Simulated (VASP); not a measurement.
# BaZrO3 (Pm-3m) in VASP: further runs, part 3 of 3

VASP 6.6.1. Earlier steps stand in the parts before.

### Step 5. Relaxation of cell and atoms, RPBE+D3(BJ)

This run uses another cell than the first one, of 14.73 Å³/atom.

INCAR

```
  PREC = Accurate
  ENCUT = 600
  EDIFF = 1E-6
  ISMEAR = -1
  SIGMA = 0.05
  LREAL = False
  LASPH = True
  NELM = 80
  ALGO = Normal
  ISIF = 3
  LWAVE = False
  LCHARG = False
  GGA = RP
  IVDW = 12
  IBRION = 2
  NSW = 60
  EDIFFG = -0.01
```

KPOINTS

```
Automatic mesh
0
Gamma
  6 6 6
```

POSCAR

```
BaZrO3
1.0
    4.1913400000      0.0000000000      0.0000000000
    0.0000000000      4.1913400000      0.0000000000
    0.0000000000      0.0000000000      4.1913400000
Ba Zr O
1 1 3
Direct
    0.0000000000      0.0000000000      0.0000000000
    0.5000000000      0.5000000000      0.5000000000
    0.5000000000      0.5000000000      0.0000000000
    0.5000000000      0.0000000000      0.5000000000
    0.0000000000      0.5000000000      0.5000000000
```

Potentials or basis: VASP PAW PBE potentials, release 64 (Ba_sv, Zr_sv, O).

On the command line:

```sh
$ cat potpaw_PBE.64/Ba_sv/POTCAR potpaw_PBE.64/Zr_sv/POTCAR potpaw_PBE.64/O/POTCAR > POTCAR
$ mpirun -np 1 vasp_std > vasp.out
```

OUTCAR:

```text
PREC = Accurate
   ENCUT = 600
   EDIFF = 1E-6
   ISMEAR = -1
   LREAL = False
   LASPH = True
   NELM = 80
   ISIF = 3
   GGA = RP
   IVDW = 12
   IBRION = 2
   NSW = 60
   EDIFFG = -0.01
 IVDW          = 12

 ion  position               nearest neighbor table
   1  0.000  0.000  0.000-   3 2.96   4 2.96   5 2.96   4 2.96   5 2.96   3 2.96   5 2.96   5 2.96
                             3 2.96   4 2.96   4 2.96   3 2.96   2 3.63   2 3.63   2 3.63   2 3.63
   2  0.500  0.500  0.500-   3 2.10   4 2.10   5 2.10   3 2.10   4 2.10   5 2.10   1 3.63   1 3.63
                             1 3.63   1 3.63   1 3.63   1 3.63   1 3.63   1 3.63
   3  0.500  0.500  0.000-   2 2.10   2 2.10   1 2.96   1 2.96   1 2.96   1 2.96
   4  0.500  0.000  0.500-   2 2.10   2 2.10   1 2.96   1 2.96   1 2.96   1 2.96
   5  0.000  0.500  0.500-   2 2.10   2 2.10   1 2.96   1 2.96   1 2.96   1 2.96

  LATTYP: Found a simple cubic cell.
 ALAT       =     4.1913400000

  Lattice vectors:

 A1 = (   4.1913400000,   0.0000000000,   0.0000000000)
 A2 = (   0.0000000000,   4.1913400000,   0.0000000000)
 A3 = (   0.0000000000,   0.0000000000,   4.1913400000)

Analysis of symmetry for initial positions (statically):
=====================================================================
 Subroutine PRICEL returns:
 Original cell was already a primitive cell.

 Routine SETGRP: Setting up the symmetry group for a
 simple cubic supercell.

 Subroutine GETGRP returns: Found 48 space group operations
 (whereof 48 operations were pure point group operations)
 out of a pool of 48 trial point group operations.

The static configuration has the point symmetry O_h .

[... 142 lines left out ...]
   LEPSILON=     F    determine dielectric tensor
   LRPA    =     F    only Hartree local field effects (RPA)
 conjugate gradient relaxation of ions
 non-spin polarized calculation
  energy-cutoff  :      600.00
  volume of cell :       73.63
 maximum number of plane-waves:      2517
 NGX is ok and might be reduce to    36
   NGX = 17   NGY = 17   NGZ = 17

--------------------------------------- Ionic step        1  -------------------------------------------

 number of electron      40.0000010 magnetization

 Free energy of the ion-electron system (eV)
  ---------------------------------------------------
  ext. energy  EPLUGINS =         0.00000000
  ---------------------------------------------------
  free energy    TOTEN  =       -39.63098181 eV

  energy without entropy =      -39.63098181  energy(sigma->0) =      -39.63098181

------------------------ aborting loop because EDIFF is reached ----------------------------------------

 Edisp (eV)   -7.61578

 E8    (eV) :    -5.4011
[... 120 lines left out ...]
--------------------------------------- Ionic step        4  -------------------------------------------

 number of electron      39.9999988 magnetization

 Free energy of the ion-electron system (eV)
  ---------------------------------------------------
  ext. energy  EPLUGINS =         0.00000000
  ---------------------------------------------------
  free energy    TOTEN  =       -39.01539157 eV

  energy without entropy =      -39.01539157  energy(sigma->0) =      -39.01539157

 E-fermi :   5.7549     XC(G=0): -11.0032

 val. band max:        4.5516611115   @ k =   0.5000   0.5000   0.5000
 cond. band min:       7.9626865655   @ k =   0.0000   0.0000   0.0000
 fundamental gap:      3.4110254540
 Fermi energy:         5.7548930640

 k-point     1 :       0.0000    0.0000    0.0000
  band No.  band energies     occupation
      1     -41.9994      2.00000
      2     -20.5827      2.00000
      3     -20.2793      2.00000
      4     -20.2793      2.00000
      5     -20.2793      2.00000
      6     -12.0383      2.00000
[... 565 lines left out ...]
  FREE ENERGIE OF THE ION-ELECTRON SYSTEM (eV)
  ---------------------------------------------------
  free  energy   TOTEN  =       -47.5322128406 eV

  energy  without entropy=      -47.5322128406  energy(sigma->0) =      -47.53221284

 reached required accuracy - stopping structural energy minimisation
```

OSZICAR:

```text
N       E                     dE             d eps       ncg     rms          rms(c)
DAV:   1     0.360694414056E+03    0.36069E+03   -0.24320E+04   960   0.184E+03
[... 45 lines left out ...]
DAV:   1    -0.390160655757E+02    0.19324E-01   -0.24805E-02  1072   0.139E+00    0.318E-01
DAV:   2    -0.390154984937E+02    0.56708E-03   -0.25642E-03  1160   0.347E-01    0.124E-01
DAV:   3    -0.390153738937E+02    0.12460E-03   -0.35360E-04  1400   0.157E-01    0.210E-02
DAV:   4    -0.390153759023E+02   -0.20085E-05   -0.93499E-05  1576   0.493E-02    0.218E-02
DAV:   5    -0.390153828112E+02   -0.69089E-05   -0.31444E-06  1112   0.124E-02    0.119E-02
DAV:   6    -0.390153910481E+02   -0.82369E-05   -0.89436E-06  1464   0.165E-02    0.227E-03
DAV:   7    -0.390153915652E+02   -0.51714E-06   -0.55541E-07   600   0.456E-03
   4 F= -.47532213E+02 E0= -.47532213E+02  d E =-.285446E+00
```

Run time: 2.9 min. Hardware: 1 thread of Intel Xeon 8259CL, shared host; peak memory 0.25 GiB.

Results:

- Free energy: -47.5322 eV
- Relaxed volume: 13.54 Å³/atom
- Relaxed cell: a = 4.076 Å, b = 4.076 Å, c = 4.076 Å, α = 90.00°, β = 90.00°, γ = 90.00°
- Space group after relaxing (to 0.1 Å): Pm-3m (No. 221)
- Energy gained by relaxing: 57.1 meV/atom
- Ionic steps: 4
- Pressure after relaxing: -0.1 GPa
- Band gap on the k mesh: 3.41 eV (least direct gap 3.52 eV)
- Dispersion energy per atom: -1.703 eV

The path:
| step | energy change (eV) | largest force (eV/Å) | pressure (GPa) | volume (Å³) |
| --- | --- | --- | --- | --- |
| 1 | 0.0000 | 0.0000 | -14.18 | 73.63 |
| 2 | 0.2921 | 0.0000 | 28.94 | 60.59 |
| 3 | -0.2852 | 0.0000 | -0.44 | 67.83 |
| 4 | -0.2854 | 0.0000 | -0.09 | 67.70 |

Final structure:
```
CELL_PARAMETERS angstrom
4.07569 0.00000 0.00000
0.00000 4.07569 0.00000
0.00000 0.00000 4.07569
ATOMIC_POSITIONS crystal
Ba 0.00000 0.00000 0.00000
Zr 0.50000 0.50000 0.50000
O 0.50000 0.50000 0.00000
O 0.50000 0.00000 0.50000
O 0.00000 0.50000 0.50000
```

Levels at points of the mesh, in eV from the valence-band top:
| k point | band 18 | band 19 | band 20 | band 21 | band 22 | band 23 |
| --- | --- | --- | --- | --- | --- | --- |
| (0.00, 0.00, 0.00) | -0.10 | -0.10 | -0.10 | 3.41 | 3.41 | 3.41 |
| (0.50, 0.00, 0.00) | -1.84 | -0.29 | -0.29 | 3.94 | 6.30 | 6.30 |
| (0.50, 0.50, 0.00) | -0.91 | -0.54 | -0.09 | 6.26 | 6.26 | 6.97 |
| (0.50, 0.50, 0.50) | 0.00 | 0.00 | 0.00 | 6.36 | 6.36 | 6.36 |

Caveat: the PAW data sets were made with another functional, which shifts forces and pressure a little; spin-orbit coupling is left out, which moves the levels of the heavy elements. Expect the measured gap to be larger: semilocal functionals such as RPBE lack the derivative discontinuity.

### Step 6. Relaxation of cell and atoms, RPBE+D4

This run uses another cell than the first one, of 14.73 Å³/atom.

INCAR

```
PREC = Accurate ; ENCUT = 600
EDIFF = 1E-6 ; ISMEAR = -1
SIGMA = 0.05 ; LREAL = False
LASPH = True ; NELM = 80
ALGO = Normal ; ISIF = 3
LWAVE = False ; LCHARG = False
GGA = RP ; IVDW = 13
IBRION = 2 ; NSW = 60
EDIFFG = -0.01
```

KPOINTS is that of step 5.

POSCAR is that of step 5.

Potentials or basis: VASP PAW PBE potentials, release 64 (Ba_sv, Zr_sv, O).

On the command line:

```sh
$ cat potpaw_PBE.64/Ba_sv/POTCAR potpaw_PBE.64/Zr_sv/POTCAR potpaw_PBE.64/O/POTCAR > POTCAR
$ mpirun -np 1 vasp_std > vasp.out
```

It took 2.1 min on 1 thread of Intel Xeon 8259CL, shared host; peak memory 0.25 GiB.

Results (log left out):

| Property | Result |
| --- | --- |
| Free energy | -41.6145 eV |
| Relaxed volume | 15.11 Å³/atom |
| Relaxed cell | a = 4.228 Å, b = 4.228 Å, c = 4.228 Å, α = 90.00°, β = 90.00°, γ = 90.00° |
| Space group after relaxing (to 0.1 Å) | Pm-3m (No. 221) |
| Energy gained by relaxing | 4.7 meV/atom |
| Ionic steps | 3 |
| Pressure after relaxing | 0.0 GPa |
| Band gap on the k mesh | 3.18 eV (least direct gap 3.43 eV) |
| Dispersion energy per atom | -0.381 eV |

The path:
```csv
step,energy change (eV),largest force (eV/Å),pressure (GPa),volume (Å³)
1,0.0000,0.0000,3.98,73.63
2,0.0005,0.0000,-3.65,77.60
3,-0.0234,0.0000,0.01,75.57
```

Final structure:
```
CELL_PARAMETERS angstrom
4.22773 0.00000 0.00000
0.00000 4.22773 0.00000
0.00000 0.00000 4.22773
ATOMIC_POSITIONS crystal
Ba 0.00000 0.00000 0.00000
Zr 0.50000 0.50000 0.50000
O 0.50000 0.50000 0.00000
O 0.50000 0.00000 0.50000
O 0.00000 0.50000 0.50000
```

Levels at points of the mesh, in eV from the valence-band top:
| k point | band 18 | band 19 | band 20 | band 21 | band 22 | band 23 |
| --- | --- | --- | --- | --- | --- | --- |
| (0.00, 0.00, 0.00) | -0.25 | -0.25 | -0.25 | 3.18 | 3.18 | 3.18 |
| (0.50, 0.00, 0.00) | -1.58 | -0.49 | -0.49 | 3.59 | 5.56 | 5.56 |
| (0.50, 0.50, 0.00) | -0.93 | -0.84 | -0.07 | 5.53 | 5.53 | 6.34 |
| (0.50, 0.50, 0.50) | 0.00 | 0.00 | 0.00 | 5.93 | 5.93 | 5.93 |

Caveat: the PAW data sets were made with another functional, which shifts forces and pressure a little; spin-orbit coupling is left out, which moves the levels of the heavy elements. A k mesh can miss the band edges.

### Step 7. Summary

| task | level | cell | cutoff (eV) | gap on the mesh (eV) | pressure (GPa) | relaxed volume (Å³/atom) |
| --- | --- | --- | --- | --- | --- | --- |
| single point | RPBE+D4 | a = 4.220 Å, 5 atoms | 520 | 3.19 | 0.9 | - |
| relaxation of cell and atoms | PBEsol+D3(BJ) | relaxed from a = 4.191 Å, 5 atoms | 600 | 3.15 | 0.0 | 14.45 |
| relaxation of cell and atoms | PBEsol+D4 | relaxed from a = 4.191 Å, 5 atoms | 600 | 3.13 | 0.0 | 14.58 |
| relaxation of cell and atoms | RPBE+D3(BJ) | relaxed from a = 4.191 Å, 5 atoms | 600 | 3.41 | -0.1 | 13.54 |
| relaxation of cell and atoms | RPBE+D4 | relaxed from a = 4.191 Å, 5 atoms | 600 | 3.18 | 0.0 | 15.11 |

Alike in all rows: potentials or basis VASP PAW PBE potentials, release 64 (Ba_sv, Zr_sv, O); no spin polarisation; k mesh 6 × 6 × 6; smearing fermi-dirac 0.05 eV.

Caveats: the PAW data sets were made with another functional, which shifts forces and pressure a little; spin-orbit coupling is left out, which moves the levels of the heavy elements.

Absolute energies hang on the potentials; compare differences alone.
